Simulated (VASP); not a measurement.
Ge, 2 atoms in the cell. Symmetry: Fd-3m, No. 227, cubic system. Conventional cell: a = 5.883 Å, b = 5.883 Å, c = 5.883 Å, α = 90.00°, β = 90.00°, γ = 90.00°. Ge (site symmetry -43m) has 4 Ge at 2.55 Å within 3.4 Å. 

| Item | Value |
| --- | --- |
| Program | VASP 6.6.1 |
| Task | single point |
| Functional | BLYP |
| Potentials or basis | VASP PAW PBE potentials, release 64 (Ge_d) |
| Cutoff | 520 eV |
| k mesh | 8 × 8 × 8 |
| Occupations | fermi-dirac, width 0.05 eV |
| Spin | no spin polarisation |
| Dipole correction | no |
| Further INCAR settings | ALGO = Normal; EDIFF = 1e-06; NBANDS = 21 |

Potentials or basis: VASP PAW PBE potentials, release 64 (Ge_d).

Launch:

```sh
$ cat potpaw_PBE.64/Ge_d/POTCAR > POTCAR
$ mpirun -np 1 vasp_std > vasp.out
```

Hardware: 1 thread of Intel(R) Xeon(R) 6975P-C (Granite Rapids) (shared host).

Question: How long does it take, and how much memory?

Answer: Wall time 14 s on 1 thread of Intel(R) Xeon(R) 6975P-C (Granite Rapids), on a shared host, peak memory 0.18 GiB. Counts: scf iterations 11, k points 29.
